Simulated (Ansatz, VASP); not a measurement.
Given: the input of a run of Ansatz 0.2.0 on TiO2.

input.yaml

```yaml
crystal:
  lattice:
    - [-1.916998908, 1.916998908, 4.8199032318]
    - [1.916998908, -1.916998908, 4.8199032318]
    - [1.916998908, 1.916998908, -4.8199032318]
  atoms:
    - { symbol: Ti, position: [0.75, 0.25, 0.5] }
    - { symbol: Ti, position: [0.0, 0.0, 0.0] }
    - { symbol: O, position: [0.7919, 0.7919, 0.0] }
    - { symbol: O, position: [0.5419, 0.0419, 0.5] }
    - { symbol: O, position: [0.9581, 0.4581, 0.5] }
    - { symbol: O, position: [0.2081, 0.2081, 0.0] }
kpoints:
  mp_grid: { grid: [10, 10, 10] }
scf:
  occupations: { method: fermi_dirac, width: 0.05 }
hamiltonian:
  xc: pbesol
  pseudopotentials: { kind: all_electron, lapw: { basis_error: 0.001 } }
output:
  forces: true
  stress: true
  eigenvalues: true
```

Potentials or basis: all-electron LAPW, scalar-relativistic.

Run with:

```bash
$ ansatz run input.yaml --threads 4 --pin off --max-ram 12288MiB --backend cpu --events-out ev --progress --plain --runs-dir out
```

**Question.** Translate it to VASP 6.6.1. Potentials there: VASP PAW PBE potentials, release 64 (Ti_sv, O).

**Answer.** As run (the cutoff follows the program's own potentials):

File INCAR:

```
ALGO = Normal
EDIFF = 1E-6
ENCUT = 520
GGA = PS
ISIF = 2
ISMEAR = -1
LASPH = True
LCHARG = False
LREAL = False
LWAVE = False
NBANDS = 33
NELM = 80
PREC = Accurate
SIGMA = 0.05
```

File KPOINTS:

```
k-points
0
Gamma
  10 10 10
```

POSCAR

```
TiO2
1.0
   -1.9169989080      1.9169989080      4.8199032318
    1.9169989080     -1.9169989080      4.8199032318
    1.9169989080      1.9169989080     -4.8199032318
Ti O
2 4
Direct
    0.7500000000      0.2500000000      0.5000000000
    0.0000000000      0.0000000000      0.0000000000
    0.7919000000      0.7919000000      0.0000000000
    0.5419000000      0.0419000000      0.5000000000
    0.9581000000      0.4581000000      0.5000000000
    0.2081000000      0.2081000000      0.0000000000
```

Potentials or basis: VASP PAW PBE potentials, release 64 (Ti_sv, O).

Launch:

```sh
$ cat potpaw_PBE.64/Ti_sv/POTCAR potpaw_PBE.64/O/POTCAR > POTCAR
$ mpirun -np 1 vasp_std > vasp.out
```

Both were run:

|  | VASP | Ansatz | Ansatz less VASP |
| --- | --- | --- | --- |
| gap on the k mesh at the Fermi level (eV) | 1.98 | 2.00 | +0.018 |
| least direct gap on the mesh (eV) | 2.31 | 2.33 | +0.017 |
| pressure (GPa) | -8.3 | -8.9 | -0.62 |
| traceless stress, the component that is largest in VASP (GPa) | 0.32 | 0.27 | -0.052 |
| rms of the force components (eV/Å) | 0.099 | 0.107 | +0.0085 |

VASP's potentials were made for PBE, not for PBEsol. Atom by atom the forces differ by 0.009 eV/Å (rms over components). Ansatz ran all-electron here, and VASP with PAW potentials.
